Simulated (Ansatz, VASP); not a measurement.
Ta: VASP beside Ansatz

INCAR

```
  PREC = Accurate
  ENCUT = 520
  EDIFF = 1E-6
  ISMEAR = 1
  SIGMA = 0.02
  LREAL = False
  LASPH = True
  NELM = 80
  ALGO = Fast
  ISIF = 2
  LWAVE = False
  LCHARG = False
  NBANDS = 12
```

KPOINTS

```
Automatic mesh
0
Gamma
  22 22 22
```

File POSCAR:

```
Ta
1.0
   -1.6246417935      1.6246417935      1.7058738831
    1.6246417935     -1.6246417935      1.7058738831
    1.6246417935      1.6246417935     -1.7058738831
Ta
1
Direct
    0.0000000000      0.0000000000      0.0000000000
```

Input for Ansatz:

```yaml
crystal:
  lattice:
    - [-1.6246417935, 1.6246417935, 1.7058738831]
    - [1.6246417935, -1.6246417935, 1.7058738831]
    - [1.6246417935, 1.6246417935, -1.7058738831]
  atoms:
    - { symbol: Ta, position: [0.0, 0.0, 0.0] }
basis:
  ecutwfc: 420
kpoints:
  mp_grid: { grid: [22, 22, 22] }
hamiltonian:
  xc: lda
scf:
  occupations: { method: methfessel_paxton, width: 0.02 }
output:
  forces: true
  stress: true
  eigenvalues: true
```

Alike in both runs: task single point; functional LDA; k mesh 22 × 22 × 22; occupations methfessel-paxton of order 1, width 0.02 eV; no spin polarisation.

```csv
,VASP,Ansatz
version,VASP 6.6.1,Ansatz 0.2.0
potentials or method,"VASP PAW LDA potentials, release 64 (Ta_pv), cutoff 520 eV","scalar-relativistic, plane waves, PAW"
valence electrons in the cell,11,13
```

|  | VASP | Ansatz | Ansatz less VASP |
| --- | --- | --- | --- |
| gap on the k mesh at the Fermi level (eV) | none | none | - |
| pressure (GPa) | -8.1 | -8.9 | -0.75 |
| traceless stress, the component that is largest in VASP (GPa) | -3.36 | -3.33 | +0.031 |

LDA's correlation is that of Perdew and Zunger in VASP and of Perdew and Wang (1992) in Ansatz. A gap of «none» marks a metal or a gap that the smearing closes. VASP's potentials hold 11 valence electrons a cell and Ansatz's 13, so a difference there can come from the potentials and not from the codes.

Spin-orbit coupling is off throughout.
